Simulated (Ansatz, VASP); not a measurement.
# One calculation of Ti, two programs

INCAR

```
PREC     = Accurate       # precision mode
ENCUT    = 600            # plane-wave cutoff, eV
EDIFF    = 1E-6           # SCF threshold, eV
ISMEAR   = 0              # smearing method
SIGMA    = 0.1            # smearing width, eV
LREAL    = False          # projectors in reciprocal space
LASPH    = True           # aspherical terms in the spheres
NELM     = 60             # most SCF steps
ALGO     = Fast           # electronic algorithm
ISIF     = 3              # what is computed and relaxed
LWAVE    = False          # write WAVECAR
LCHARG   = False          # write CHGCAR
GGA      = PS             # functional
IBRION   = 2              # ionic algorithm
NSW      = 80             # ionic steps
EDIFFG   = -0.005         # ionic threshold
```

KPOINTS

```
Automatic mesh
0
Gamma
  16 16 10
```

Contents of POSCAR:

```
Ti
1.0
    2.9500000000      0.0000000000      0.0000000000
   -1.4750000000      2.5547749412      0.0000000000
    0.0000000000      0.0000000000      4.6800000000
Ti
2
Direct
    0.3333333333      0.6666666667      0.2500000000
    0.6666666667      0.3333333333      0.7500000000
```

Input for Ansatz:

```yaml
crystal:
  lattice:
    - [2.95, 0.0, 0.0]
    - [-1.475, 2.5547749412, 0.0]
    - [0.0, 0.0, 4.68]
  atoms:
    - { symbol: Ti, position: [0.3333333333, 0.6666666667, 0.25] }
    - { symbol: Ti, position: [0.6666666667, 0.3333333333, 0.75] }
scf:
  occupations: { method: gaussian, width: 0.1 }
output:
  forces: true
  stress: true
  eigenvalues: true
hamiltonian:
  xc: pbesol
kpoints:
  mp_grid: { grid: [16, 16, 10] }
relax:
  f_tol: 0.005
  max_steps: 60
  cell: { stress_tol: 0.03 }
```

Alike in both runs: task relaxation of cell and atoms; functional PBEsol; k mesh 16 × 16 × 10; occupations gaussian, width 0.1 eV; no spin polarisation.

|  | VASP | Ansatz |
| --- | --- | --- |
| version | VASP 6.6.1 | Ansatz 0.2.0 |
| potentials or method | VASP PAW PBE potentials, release 64 (Ti_sv) | scalar-relativistic, plane waves, PAW |
| plane-wave cutoff (eV) | 600 | 420 |
| valence electrons in the cell | 24 | 24 |

Ansatz gave:

* gap on the k mesh at the Fermi level, each at its own relaxed structure (eV): none
* relaxed volume (Å³/atom): 16.72
* relaxed cell length with the largest relative difference (Å): 4.588

Question: Estimate VASP's values.

Answer: gap on the k mesh at the Fermi level, each at its own relaxed structure (eV): none; relaxed volume (Å³/atom): 16.67; relaxed cell length with the largest relative difference (Å): 4.582.

VASP's potentials were made for PBE, not for PBEsol. A gap of «none» marks a metal or a gap that the smearing closes.
